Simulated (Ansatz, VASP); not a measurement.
## Two plane-wave programs on HfO2

```
Hf O
1.0
     0.00000    2.63035    2.49834
     2.63035    0.00000    2.49834
     2.63035    2.63035    0.00000
Hf O
1 2
Direct
  0.00000 0.00000 0.00000
  0.25000 0.25000 0.25000
  0.75000 0.75000 0.75000
```

Change from the starting cell: epitaxial_xy strain +4.0%.

Alike in both runs: task single point; functional r2SCAN; k mesh 8 × 8 × 8; non-collinear spin, spin-orbit coupling.

|  | VASP | Ansatz |
| --- | --- | --- |
| version | VASP 6.6.1 | Ansatz 0.2.0 |
| potentials or method | VASP PAW PBE potentials, release 64 (Hf_pv, O) | plane waves, PAW |
| plane-wave cutoff (eV) | 520 | 500 |
| occupations | gaussian, width 0.01 eV | fixed |
| valence electrons in the cell | 22 | 38 |

|  | VASP | Ansatz | Ansatz less VASP |
| --- | --- | --- | --- |
| pressure (GPa) | -18.6 | -15.7 | +2.91 |
| traceless stress, the component that is largest in VASP (GPa) | 15.63 | 15.44 | -0.187 |
| net moment per atom (μB) | 0.00 | 0.00 | 0.000 |

VASP's potentials were made for PBE, not for r2SCAN. VASP's potentials hold 22 valence electrons a cell and Ansatz's 38, so a difference there can come from the potentials and not from the codes.
